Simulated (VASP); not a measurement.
The system is Sn2TeS.

```
Sn Te S
1.0
     2.18594    1.26205    6.95085
    -2.18594    1.26205    6.95085
     0.00000   -2.52410    6.95085
Sn Te S
2 1 1
Direct
  0.75108 0.75108 0.75108
  0.24892 0.24892 0.24892
  0.50000 0.50000 0.50000
  0.00000 0.00000 0.00000
```

* Program: VASP 6.6.1
* Task: relaxation of cell and atoms
* Functional: PBE
* Potentials or basis: VASP PAW PBE potentials, release 64 (Sn_d, Te, S)
* Cutoff: 600 eV
* k mesh: 6 × 6 × 6
* Occupations: gaussian, width 0.1 eV
* Spin: no spin polarisation

At the start: pressure 0.9 GPa; volume 28.76 Å³/atom.

Task: Where does the relaxation end?

Result: Over 6 steps the energy falls by 77.7 meV/atom and the volume is 28.59 Å³/atom (-0.6 %); space group R-3m (No. 166, to 0.05 Å).

Step by step:
| step | energy change (eV) | largest force (eV/Å) | pressure (GPa) | volume (Å³) |
| --- | --- | --- | --- | --- |
| 1 | 0.0000 | 1.4421 | 0.87 | 115.05 |
| 2 | -0.1662 | 0.9091 | -0.65 | 117.68 |
| 3 | -0.2429 | 0.3394 | -2.08 | 120.85 |
| 4 | -0.3101 | 0.0470 | 0.25 | 113.89 |
| 5 | -0.3102 | 0.0575 | 0.17 | 114.10 |
| 6 | -0.3108 | 0.0114 | 0.05 | 114.35 |

Final structure:
```
CELL_PARAMETERS angstrom
2.16731 1.25130 7.02777
-2.16731 1.25130 7.02777
0.00000 -2.50259 7.02777
ATOMIC_POSITIONS crystal
Sn 0.74098 0.74098 0.74098
Sn 0.25902 0.25902 0.25902
Te 0.50000 0.50000 0.50000
S 0.00000 0.00000 0.00000
```
